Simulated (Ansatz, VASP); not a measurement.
## SnTe in VASP and in Ansatz

Contents of INCAR:

```
SYSTEM = SnTe
PREC     = Accurate       ! precision mode
ENCUT    = 520            ! plane-wave cutoff, eV
EDIFF    = 1E-6           ! SCF threshold, eV
ISMEAR   = -1             ! smearing method
SIGMA    = 0.05           ! smearing width, eV
LREAL    = .False.        ! projectors in reciprocal space
LASPH    = .True.         ! aspherical terms in the spheres
NELM     = 80             ! most SCF steps
ALGO     = Normal         ! electronic algorithm
ISIF     = 2              ! what is computed and relaxed
LWAVE    = .False.        ! write WAVECAR
LCHARG   = .False.        ! write CHGCAR
GGA      = PS             ! functional
NBANDS   = 17             ! bands
```

KPOINTS

```
Automatic mesh
0
Gamma
  7 7 7
  0 0 0
```

Contents of POSCAR:

```
SnTe
1.0
    0.0000000000      3.5623407469      3.5623407469
    3.5623407469      0.0000000000      3.5623407469
    3.5623407469      3.5623407469      0.0000000000
Te Sn
1 1
Direct
    0.2500000000      0.2500000000      0.2500000000
    0.0000000000      0.0000000000      0.0000000000
```

input.yaml

```yaml
crystal:
  lattice:
    - [0.0, 3.5623407469, 3.5623407469]
    - [3.5623407469, 0.0, 3.5623407469]
    - [3.5623407469, 3.5623407469, 0.0]
  atoms:
    - { symbol: Te, position: [0.25, 0.25, 0.25] }
    - { symbol: Sn, position: [0.0, 0.0, 0.0] }
kpoints:
  mp_grid: { grid: [7, 7, 7] }
scf:
  occupations: { method: fermi_dirac, width: 0.05 }
hamiltonian:
  xc: pbesol
  pseudopotentials: { kind: all_electron, lapw: { basis_error: 0.001 } }
output:
  forces: true
  stress: true
  eigenvalues: true
```

Change from the starting cell: volume scaled by 0.96.

Alike in both runs: task single point; functional PBEsol; k mesh 7 × 7 × 7; occupations fermi-dirac, width 0.05 eV; no spin polarisation.

|  | VASP | Ansatz |
| --- | --- | --- |
| version | VASP 6.6.1 | Ansatz 0.2.0 |
| potentials or method | VASP PAW PBE potentials, release 64 (Te, Sn_d), cutoff 520 eV | all-electron LAPW, scalar-relativistic |

Ansatz gave:

* gap on the k mesh at the Fermi level (eV): 0.19
* least direct gap on the mesh (eV): 0.74
* pressure (GPa): -0.4

What did VASP give for the same quantities?

gap on the k mesh at the Fermi level (eV): 0.18; least direct gap on the mesh (eV): 0.74; pressure (GPa): -0.5.

VASP's potentials were made for PBE, not for PBEsol. Ansatz ran all-electron here, and VASP with PAW potentials.

Spin-orbit coupling is off throughout.
